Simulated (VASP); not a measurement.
Write the native input for VASP 6.6.1 that does the following.

```yaml
Task: single point
Functional: PBE
Potentials_or_basis: VASP PAW PBE potentials, release 64 (V_sv)
Cutoff: 520 eV
k_mesh: 9 × 9 × 9
Occupations: fermi-dirac, width 0.1 eV
Spin: collinear spin, ferromagnetic start
Starting_moments: "[3.0, 3.0] μB"
Dipole_correction: no
Further_INCAR_settings: ALGO = Normal; EDIFF = 1e-06; NBANDS = 24
```

The structure of V lies in POSCAR:

```
V
1.0
    3.0267000000      0.0000000000      0.0000000000
    0.0000000000      3.0267000000      0.0000000000
    0.0000000000      0.0000000000      3.0267000000
V
2
Direct
    0.0000000000      0.0000000000      0.0000000000
    0.5000000000      0.5000000000      0.5000000000
```

These files were run (other wordings do the same):

INCAR

```
SYSTEM = V
PREC = Accurate ; ENCUT = 520
EDIFF = 1E-6 ; ISMEAR = -1
SIGMA = 0.1 ; LREAL = .FALSE.
LASPH = .TRUE. ; NELM = 150
ALGO = Normal ; ISIF = 2
LWAVE = .FALSE. ; LCHARG = .FALSE.
ISPIN = 2 ; MAGMOM = 3 3
LORBIT = 11 ; LMAXMIX = 4
GGA = PE ; NBANDS = 24
```

KPOINTS

```
Automatic mesh
0
G
  9 9 9
  0 0 0
```

Potentials or basis: VASP PAW PBE potentials, release 64 (V_sv).

Launch:

```sh
$ cat potpaw_PBE.64/V_sv/POTCAR > POTCAR
$ mpirun -np 1 vasp_std > vasp.out
```

It gave:

```
Pressure                                              : -4.6 GPa
Band gap on the k mesh                                : zero (filled and empty bands overlap)
Net moment                                            : 0.00 μB per cell
Valence electrons inside the program's atomic spheres : V 11.60
```

Run time: 40 s on 1 thread of Intel(R) Xeon(R) Platinum 8175M CPU @ 2.50GHz (Skylake/Cascade Lake), on a shared host, peak memory 0.16 GiB.
